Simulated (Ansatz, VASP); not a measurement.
## SiGeO4: VASP beside Ansatz

File INCAR:

```
PREC = Accurate ; ENCUT = 910
EDIFF = 1E-6 ; ISMEAR = 0
SIGMA = 0.1 ; LREAL = False
LASPH = True ; NELM = 120
ALGO = Normal ; ISIF = 2
LWAVE = False ; LCHARG = True
GGA = PE ; LELF = True
LVHAR = True ; NBANDS = 54
GGA_COMPAT = False
```

Contents of KPOINTS:

```
Automatic mesh
0
Gamma
  3 3 2
```

File POSCAR:

```
SiGeO4
1.0
    5.4661037708      0.0000000000      0.0000000000
   -2.7330518854      4.7337847253      0.0000000000
    0.0000000000      0.0000000000      8.9224256000
Si Ge O
2 2 8
Direct
    0.3333333333      0.6666666667      0.9375280000
    0.6666666667      0.3333333333      0.4375280000
    0.6666666667      0.3333333333      0.0624100000
    0.3333333333      0.6666666667      0.5624100000
    0.0114250000      0.5057125000      0.9978940000
    0.4942875000      0.5057125000      0.9978940000
    0.4942875000      0.9885750000      0.9978940000
    0.3333333333      0.6666666667      0.7563810000
    0.6666666667      0.3333333333      0.2563810000
    0.5057125000      0.0114250000      0.4978940000
    0.5057125000      0.4942875000      0.4978940000
    0.9885750000      0.4942875000      0.4978940000
```

Input for Ansatz:

```yaml
crystal:
  lattice:
    - [5.4661037708, 0.0, 0.0]
    - [-2.7330518854, 4.7337847253, 0.0]
    - [0.0, 0.0, 8.9224256]
  atoms:
    - { symbol: Si, position: [0.3333333333, 0.6666666667, 0.937528] }
    - { symbol: Si, position: [0.6666666667, 0.3333333333, 0.437528] }
    - { symbol: Ge, position: [0.6666666667, 0.3333333333, 0.06241] }
    - { symbol: Ge, position: [0.3333333333, 0.6666666667, 0.56241] }
    - { symbol: O, position: [0.011425, 0.5057125, 0.997894] }
    - { symbol: O, position: [0.4942875, 0.5057125, 0.997894] }
    - { symbol: O, position: [0.4942875, 0.988575, 0.997894] }
    - { symbol: O, position: [0.3333333333, 0.6666666667, 0.756381] }
    - { symbol: O, position: [0.6666666667, 0.3333333333, 0.256381] }
    - { symbol: O, position: [0.5057125, 0.011425, 0.497894] }
    - { symbol: O, position: [0.5057125, 0.4942875, 0.497894] }
    - { symbol: O, position: [0.988575, 0.4942875, 0.497894] }
basis:
  ecutwfc: 420
kpoints:
  mp_grid: { grid: [3, 3, 2] }
hamiltonian:
  xc: pbe
scf:
  occupations: { method: gaussian, width: 0.1 }
  lower_state_search: "off"
output:
  forces: true
  stress: true
  eigenvalues: true
```

Alike in both runs: task single point; functional PBE; k mesh 3 × 3 × 2; occupations gaussian, width 0.1 eV; no spin polarisation.

|  | VASP | Ansatz |
| --- | --- | --- |
| version | VASP 6.6.1 | Ansatz 0.2.0 |
| potentials or method | VASP PAW PBE potentials, release 64 (Si, Ge_d, O_h), cutoff 910 eV | scalar-relativistic, plane waves, PAW |
| valence electrons in the cell | 84 | 84 |

|  | VASP | Ansatz | Ansatz less VASP |
| --- | --- | --- | --- |
| gap on the k mesh at the Fermi level (eV) | 4.04 | 4.04 | -0.004 |
| least direct gap on the mesh (eV) | 4.04 | 4.04 | -0.004 |
| rms of the force components (eV/Å) | 0.043 | 0.001 | -0.0421 |

Atom by atom the forces differ by 0.043 eV/Å (rms over components).

The k mesh is coarse, so the values compare programs but aren't converged. Noted on VASP's run: the cutoff is short for stress, so the pressure is rough.
